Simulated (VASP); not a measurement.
Write the native input for VASP 6.6.1 that does the following.

```yaml
Task: single point
Functional: PBE
Potentials_or_basis: VASP PAW PBE potentials, release 64 (Pb_d, O)
Cutoff: 520 eV
k_mesh: 8 × 8 × 6
Occupations: gaussian, width 0.05 eV
Spin: no spin polarisation
Dipole_correction: no
Further_INCAR_settings: ALGO = Normal; EDIFF = 1e-07; NBANDS = 28
```

The structure of PbO lies in POSCAR:

```
PbO
1.0
    3.8551680000      0.0000000000      0.0000000000
    0.0000000000      4.0936320000      0.0000000000
    0.0000000000      0.0000000000      5.0220000000
Pb O
2 2
Direct
    0.0000000000      0.5000000000      0.2351000000
    0.5000000000      0.0000000000      0.7649000000
    0.0000000000      0.0000000000      0.0000000000
    0.5000000000      0.5000000000      0.0000000000
```

This cell differs from its parent crystal: strain -0.0300 x Voigt [1, -1, 0, 0, 0, 0].

The input as run:

INCAR

```
SYSTEM = PbO
PREC = Accurate ; ENCUT = 520
EDIFF = 1E-7 ; ISMEAR = 0
SIGMA = 0.05 ; LREAL = .FALSE.
LASPH = .TRUE. ; NELM = 60
ALGO = Normal ; ISIF = 2
LWAVE = .FALSE. ; LCHARG = .FALSE.
GGA = PE ; NBANDS = 28
```

KPOINTS

```
regular mesh
0
G
  8 8 6
  0 0 0
```

Potentials or basis: VASP PAW PBE potentials, release 64 (Pb_d, O).

The run is started by

```sh
$ cat potpaw_PBE.64/Pb_d/POTCAR potpaw_PBE.64/O/POTCAR > POTCAR
$ mpirun -np 1 vasp_std > vasp.out
```

Results of the run:

```
Pressure               : 5.3 GPa
Largest force          : 0.580 eV/Å
Band gap on the k mesh : 1.23 eV (least direct gap 2.35 eV)
```

Caveat: the cell differs from its parent crystal (strain -0.0300 x Voigt [1, -1, 0, 0, 0, 0]); the cell stands under pressure; spin-orbit coupling is left out, which moves the levels of the heavy elements.

Run time: 5.1 min on 1 thread of Intel Xeon 8259CL, on a shared host, peak memory 0.31 GiB.
